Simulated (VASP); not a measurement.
Wanted: the native input for a VASP 6.6.1 run.

| Item | Value |
| --- | --- |
| Task | single point |
| Functional | LDA |
| Potentials or basis | VASP PAW LDA potentials, release 64 (Hf_pv, O) |
| Cutoff | 520 eV |
| k mesh | 9 × 9 × 9 |
| Occupations | fermi-dirac, width 0.01 eV |
| Spin | no spin polarisation |
| Dipole correction | no |
| Further INCAR settings | ALGO = Normal; EDIFF = 1e-07; NBANDS = 18 |

The structure of HfO2 lies in POSCAR:

```
HfO2
1.0
    0.0000000000      2.5911551753      2.5911551753
    2.5911551753      0.0000000000      2.5911551753
    2.5911551753      2.5911551753      0.0000000000
Hf O
1 2
Direct
    0.0000000000      0.0000000000      0.0000000000
    0.2500000000      0.2500000000      0.2500000000
    0.7500000000      0.7500000000      0.7500000000
```

This cell differs from its parent crystal: volume scaled by 1.04.

One way to write it, as run:

INCAR

```
SYSTEM = HfO2
ALGO = Normal ; EDIFF = 1E-7
ENCUT = 520 ; GGA = CA
ISIF = 2 ; ISMEAR = -1
LASPH = .True. ; LCHARG = .False.
LREAL = .False. ; LWAVE = .False.
NBANDS = 18 ; NELM = 100
PREC = Accurate ; SIGMA = 0.01
```

KPOINTS

```
k-points
0
Gamma
  9 9 9
  0 0 0
```

Potentials or basis: VASP PAW LDA potentials, release 64 (Hf_pv, O).

Command:

```console
$ cat potpaw_LDA.64/Hf_pv/POTCAR potpaw_LDA.64/O/POTCAR > POTCAR
$ mpirun -np 1 vasp_std > vasp.out
```

It gave:

```yaml
Pressure: -26.6 GPa
Band_gap_on_the_k_mesh: 3.52 eV, indirect (least direct gap 3.64 eV)
```

Caveat: spin-orbit coupling is left out, which moves the levels of the heavy elements.

It took 48 s on 1 thread of AMD EPYC 7R13 (shared host), peak memory 0.12 GiB.
